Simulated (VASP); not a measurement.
# C (Fd-3m) in VASP: single point with PBE

Aim: the single point of C with PBE.

Everything below comes from runs of VASP 6.6.1. Logs are shortened: lines on timing, memory, paths and dates and some standing lists are left out, and cuts for length are marked.

## 1. The cell of the first run

Symmetry: Fd-3m, No. 227, cubic system. Conventional cell: a = 3.567 Å, b = 3.567 Å, c = 3.567 Å, α = 90.00°, β = 90.00°, γ = 90.00°. C (site symmetry -43m) has 4 C at 1.54 Å within 2.1 Å.

## 2. Single point, PBE

File INCAR:

```
SYSTEM = C
PREC     = Accurate       ! precision mode
ENCUT    = 600            ! plane-wave cutoff, eV
EDIFF    = 1E-6           ! SCF threshold, eV
ISMEAR   = 1              ! smearing method
SIGMA    = 0.1            ! smearing width, eV
LREAL    = .False.        ! projectors in reciprocal space
LASPH    = .True.         ! aspherical terms in the spheres
NELM     = 120            ! most SCF steps
ALGO     = Normal         ! electronic algorithm
ISIF     = 2              ! what is computed and relaxed
LWAVE    = .False.        ! write WAVECAR
LCHARG   = .True.         ! write CHGCAR
GGA      = PE             ! functional
LELF     = .True.         ! ELF
LVHAR    = .True.       
NBANDS   = 11             ! bands
GGA_COMPAT= .False.
```

File KPOINTS:

```
regular mesh
0
Gamma
  12 12 12
  0 0 0
```

File POSCAR:

```
C
1.0
    0.0000000000      1.7833700000      1.7833700000
    1.7833700000      0.0000000000      1.7833700000
    1.7833700000      1.7833700000      0.0000000000
C
2
Direct
    0.0000000000      0.0000000000      0.0000000000
    0.2500000000      0.2500000000      0.2500000000
```

Potentials or basis: VASP PAW PBE potentials, release 64 (C).

Launch:

```bash
> cat potpaw_PBE.64/C/POTCAR > POTCAR
> mpirun -np 1 vasp_std > vasp.out
```

OUTCAR:

```text
SYSTEM = C
   PREC = Accurate
   ENCUT = 600
   EDIFF = 1E-6
   ISMEAR = 1
   LREAL = .False.
   LASPH = .True.
   NELM = 120
   ISIF = 2
   GGA = PE

 ion  position               nearest neighbor table
   1  0.000  0.000  0.000-   2 1.54   2 1.54   2 1.54   2 1.54
   2  0.250  0.250  0.250-   1 1.54   1 1.54   1 1.54   1 1.54

  LATTYP: Found a face centered cubic cell.
 ALAT       =     3.5667400000

  Lattice vectors:

 A1 = (   0.0000000000,   1.7833700000,   1.7833700000)
 A2 = (   1.7833700000,   0.0000000000,   1.7833700000)
 A3 = (   1.7833700000,   1.7833700000,   0.0000000000)

Analysis of symmetry for initial positions (statically):
=====================================================================
 Subroutine PRICEL returns:
 Original cell was already a primitive cell.

 Routine SETGRP: Setting up the symmetry group for a
 face centered cubic supercell.

 Subroutine GETGRP returns: Found 48 space group operations
 (whereof 24 operations were pure point group operations)
 out of a pool of 48 trial point group operations.

The static configuration has the point symmetry T_d .
 The point group associated with its full space group is O_h .

Analysis of symmetry for dynamics (positions and initial velocities):
=====================================================================
 Subroutine PRICEL returns:
 Original cell was already a primitive cell.

 Routine SETGRP: Setting up the symmetry group for a
 face centered cubic supercell.

 Subroutine GETGRP returns: Found 48 space group operations
 (whereof 24 operations were pure point group operations)
 out of a pool of 48 trial point group operations.

The dynamic configuration has the point symmetry T_d .
 The point group associated with its full space group is O_h .

 Subroutine INISYM returns: Found 48 space group operations
 (whereof 24 operations are pure point group operations),
 and found     1 'primitive' translations

----------------------------------------------------------------------------------------

                                     Primitive cell

  volume of cell :      11.3437

  direct lattice vectors                    reciprocal lattice vectors
     0.000000000  1.783370000  1.783370000    -0.280368067  0.280368067  0.280368067
     1.783370000  0.000000000  1.783370000     0.280368067 -0.280368067  0.280368067
     1.783370000  1.783370000  0.000000000     0.280368067  0.280368067 -0.280368067

  length of vectors
     2.522066041  2.522066041  2.522066041     0.485611737  0.485611737  0.485611737

  position of ions in fractional coordinates (direct lattice)
     0.000000000  0.000000000  0.000000000
     0.250000000  0.250000000  0.250000000

  ion indices of the primitive-cell ions
   primitive index   ion index
                 1           1
                 2           2

----------------------------------------------------------------------------------------

 KPOINTS: regular mesh

Automatic generation of k-mesh.
 Grid dimensions read from file:
 generate k-points for:   12   12   12

 Generating k-lattice:

  Cartesian coordinates                     Fractional coordinates (reciprocal lattice)
    -0.023364006  0.023364006  0.023364006     0.083333333  0.000000000  0.000000000
     0.023364006 -0.023364006  0.023364006     0.000000000  0.083333333  0.000000000
     0.023364006  0.023364006 -0.023364006     0.000000000  0.000000000  0.083333333

  Length of vectors
     0.040467645  0.040467645  0.040467645

  Shift w.r.t. Gamma in fractional coordinates (k-lattice)
     0.000000000  0.000000000  0.000000000

 Subroutine IBZKPT returns following result:
 ===========================================

 Found     72 irreducible k-points:

 Following reciprocal coordinates:
            Coordinates               Weight
  0.000000  0.000000  0.000000      1.000000
  0.083333  0.000000  0.000000      8.000000
  0.166667  0.000000  0.000000      8.000000
  0.250000  0.000000  0.000000      8.000000
  0.333333  0.000000  0.000000      8.000000
  0.416667  0.000000  0.000000      8.000000
[... 16 lines left out ...]
  0.500000  0.166667  0.000000     24.000000
 -0.416667  0.166667  0.000000     24.000000
 [... further k-points ...]
   k-points           NKPTS =     72   k-points in BZ     NKDIM =     72   number of bands    NBANDS=     11
   number of dos      NEDOS =    301   number of ions     NIONS =      2
   total plane-waves  NPLWV =   8000
   dimension x,y,z NGX =    20 NGY =   20 NGZ =   20
   dimension x,y,z NGXF=    40 NGYF=   40 NGZF=   40
   ions per type =               2
   NGX,Y,Z   is equivalent  to a cutoff of  13.18, 13.18, 13.18 a.u.
   NGXF,Y,Z  is equivalent  to a cutoff of  26.37, 26.37, 26.37 a.u.
 SYSTEM =  C
   PREC   = accura    normal or accurate (medium, high low for compatibility)
   ISTART =      0    job   : 0-new  1-cont  2-samecut
   ICHARG =      2    charge: 1-file 2-atom 10-const
   ISPIN  =      1    spin polarized calculation?
   LNONCOLLINEAR =      F non collinear calculations
   LSORBIT =      F    spin-orbit coupling
   LASPH  =      T    aspherical Exc in radial PAW
   ENCUT  =  600.0 eV  44.10 Ry    6.64 a.u.   5.04  5.04  5.04*2*pi/ulx,y,z
   NELM   =    120;   NELMIN=  2; NELMDL= -5     # of ELM steps
   EDIFF  = 0.1E-05   stopping-criterion for ELM
   LREAL  =      F    real-space projection
   EDIFFG = 0.1E-04   stopping-criterion for IOM
   NSW    =      0    number of steps for IOM
   IBRION =     -1    ionic relax: 0-MD 1-quasi-New 2-CG
   NFREE  =      0    steps in history (QN), initial steepest desc. (CG)
   ISIF   =      2    stress and relaxation
   ISYM   =      2    0-nonsym 1-usesym 2-fastsym
   POTIM  = 0.5000    time-step for ionic-motion
   TEBEG  =    0.0;   TEEND  =   0.0 temperature during run
   PSTRESS=    0.0 pullay stress
   NELECT =       8.0000    total number of electrons
   NUPDOWN=      -1.0000    fix difference up-down
   EMIN   =  10.00;   EMAX   =-10.00  energy-range for DOS
   EFERMI =   0.00;   METHOD = LEGACY
   ISMEAR =     1;   SIGMA  =   0.10  broadening in eV -4-tet -1-fermi 0-gaus
   EFERMI_NEDOS =   21; number of points for ismear=-14 and -15
   IALGO  =     38    algorithm
   IMIX   =      4    mixing-type and parameters
     AMIX     =   0.40;   BMIX     =  1.00
     AMIX_MAG =   1.60;   BMIX_MAG =  1.00
  volume/ion in A,a.u.               =       5.67        38.28
  Fermi-wavevector in a.u.,A,eV,Ry     =   1.457203  2.753714 28.891161  2.123440
  Thomas-Fermi vector in A             =   2.574032
   LORBIT       =      0    0 simple, 1 ext, 2 COOP (PROOUT), +10 PAW based schemes
   GGA     = PE    functional components
   LHFCALC =     F    Hartree Fock is set to
   AEXX    =    0.0000 exact exchange contribution
   IVDW    =     0    specifies the selected vdW correction
   LEPSILON=     F    determine dielectric tensor
   LRPA    =     F    only Hartree local field effects (RPA)
 non-spin polarized calculation
 Methfessel and Paxton  Order N= 1 SIGMA  =   0.10
  energy-cutoff  :      600.00
  volume of cell :       11.34
 maximum number of plane-waves:       388
   NGX =  9   NGY =  9   NGZ =  9

 number of electron       7.9999999 magnetization

 Free energy of the ion-electron system (eV)
  ---------------------------------------------------
  ext. energy  EPLUGINS =         0.00000000
  ---------------------------------------------------
  free energy    TOTEN  =       -18.19007995 eV

  energy without entropy =      -18.19009002  energy(sigma->0) =      -18.19008331

 E-fermi :   9.8127     XC(G=0): -13.2507

 val. band max:        9.7285042875   @ k =   0.0000   0.0000   0.0000
 cond. band min:      13.8819894420   @ k =   0.3333   0.3333   0.0000
 fundamental gap:      4.1534851546
 Fermi energy:         9.8126916886

 k-point     1 :       0.0000    0.0000    0.0000
  band No.  band energies     occupation
      1     -11.7479      2.00000
      2       9.7285      2.00000
      3       9.7285      2.00000
      4       9.7285      2.00000
      5      15.3188      0.00000
      6      15.3188      0.00000
      7      15.3188      0.00000
      8      23.0598      0.00000
      9      29.0235      0.00000
     10      36.2647      0.00000
     11      36.2647      0.00000

 k-point     2 :       0.0833    0.0000    0.0000
  band No.  band energies     occupation
      1     -11.5558      2.00000
      2       8.5024      2.00000
      3       9.4059      2.00000
      4       9.4059      2.00000
      5      15.7415      0.00000
      6      15.7415      0.00000
      7      16.0333      0.00000
      8      23.2244      0.00000
      9      29.3435      0.00000
     10      34.1393      0.00000
     11      34.1393      0.00000

 k-point     3 :       0.1667    0.0000    0.0000
  band No.  band energies     occupation
      1     -10.9812      2.00000
      2       5.9724      2.00000
      3       8.7055      2.00000
      4       8.7055      2.00000
      5      16.6603      0.00000
      6      16.6603      0.00000
      7      17.1224      0.00000
      8      23.6985      0.00000
      9      30.0125      0.00000
     10      32.5434      0.00000
     11      32.5434      0.00000

 k-point     4 :       0.2500    0.0000    0.0000
  band No.  band energies     occupation
      1     -10.0331      2.00000
      2       3.1372      2.00000
      3       7.9828      2.00000
      4       7.9828      2.00000
      5      17.5173      0.00000
      6      17.5173      0.00000
      7      17.8736      0.00000
      8      24.3636      0.00000
      9      30.4398      0.00000
     10      32.1263      0.00000
     11      32.1263      0.00000
[... 239 lines left out ...]
 k-point    22 :       0.4167    0.1667    0.0000
  band No.  band energies     occupation
      1      -7.5768      2.00000
      2      -0.0449      2.00000
      3       5.4585      2.00000
      4       5.6754      2.00000
      5      16.4054      0.00000
      6      20.7190      0.00000
      7      20.8398      0.00000
      8      22.4151      0.00000
      9      30.8007      0.00000
     10      32.1807      0.00000
     11      37.1326      0.00000

 k-point    23 :       0.5000    0.1667    0.0000
  band No.  band energies     occupation
      1      -5.9955      2.00000
      2      -2.2842      2.00000
      3       4.7410      2.00000
      4       5.7626      2.00000
      5      16.8273      0.00000
      6      20.4486      0.00000
      7      20.9553      0.00000
      8      24.0139      0.00000
      9      29.8661      0.00000
     10      33.5414      0.00000
     11      36.3186      0.00000

 k-point    24 :      -0.4167    0.1667    0.0000
  band No.  band energies     occupation
      1      -5.5658      2.00000
      2      -2.8000      2.00000
      3       4.2545      2.00000
      4       6.1408      2.00000
      5      17.2649      0.00000
      6      19.9585      0.00000
      7      20.9330      0.00000
      8      25.1667      0.00000
      9      29.1731      0.00000
     10      33.9148      0.00000
     11      34.2942      0.00000

 [... further k-points ...]
[... 5 lines left out ...]
  --------------------------------------------------------------------------------------
  -------------------------------------------------------------------------------------
  Total        0.1257482      0.1257482      0.1257482      0.0000000      0.0000000     -0.0000000
  in kB       17.7606142     17.7606142     17.7606142      0.0000000      0.0000000     -0.0000000
  external PRESSURE =      17.7606142 kB  Pullay stress =       0.0000000 kB

 VOLUME and BASIS-vectors are now :
 -----------------------------------------------------------------------------
  energy-cutoff  :      600.00
  volume of cell :       11.34
      direct lattice vectors                 reciprocal lattice vectors
     0.000000000  1.783370000  1.783370000    -0.280368067  0.280368067  0.280368067
     1.783370000  0.000000000  1.783370000     0.280368067 -0.280368067  0.280368067
     1.783370000  1.783370000  0.000000000     0.280368067  0.280368067 -0.280368067

 POSITION                                       TOTAL-FORCE (eV/Angst)
 -----------------------------------------------------------------------------------
      0.00000      0.00000      0.00000        -0.000000     -0.000000     -0.000000
      0.89168      0.89168      0.89168         0.000000      0.000000      0.000000
 -----------------------------------------------------------------------------------
    total drift:                                0.000000      0.000000      0.000000

  FREE ENERGIE OF THE ION-ELECTRON SYSTEM (eV)
  ---------------------------------------------------
  free  energy   TOTEN  =       -18.1900799521 eV

  energy  without entropy=      -18.1900900187  energy(sigma->0) =      -18.19008331
```

It took 4.7 s on 1 thread of Intel Xeon 6975P-C, shared host; peak memory 0.12 GiB.

What came out:

* Free energy: -18.1901 eV
* Pressure: 1.8 GPa
* Band gap on the k mesh: 4.15 eV, indirect (least direct gap 5.59 eV)
